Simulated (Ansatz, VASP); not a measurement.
## One calculation of Y3Si2F, two programs

```
Y Si F
1.0
     7.17925    0.00000    0.00000
    -3.58963    6.21741    0.00000
     0.00000    0.00000    3.92846
Y Si F
3 2 1
Direct
  0.00000 0.50000 0.02834
  0.50000 0.00000 0.02834
  0.50000 0.50000 0.02834
  0.66667 0.33333 0.52832
  0.33333 0.66667 0.52832
  0.00000 0.00000 0.02835
```

Change from the starting cell: species swapped into the NaSn2Pd3 type (P6mm, No. 183).

Alike in both runs: functional PBE; k mesh 6 × 6 × 4; occupations gaussian, width 0.1 eV; no spin polarisation.

Ansatz relaxed the structure, and its values are those at the end. VASP's run is a single point on that final structure, the one shown.

```csv
,VASP,Ansatz
version,VASP 6.6.1,Ansatz 0.2.0
potentials or method,"VASP PAW PBE potentials, release 64 (Y_sv, Si, F), cutoff 520 eV","scalar-relativistic, plane waves, PAW"
valence electrons in the cell,48,48
```

```csv
,VASP,Ansatz,Ansatz less VASP
gap on the k mesh at the Fermi level (eV),none,none,-
pressure (GPa),0.0,0.0,+0.06
```

A gap of «none» marks a metal or a gap that the smearing closes.

The k mesh is coarse, so the values compare programs but aren't converged.
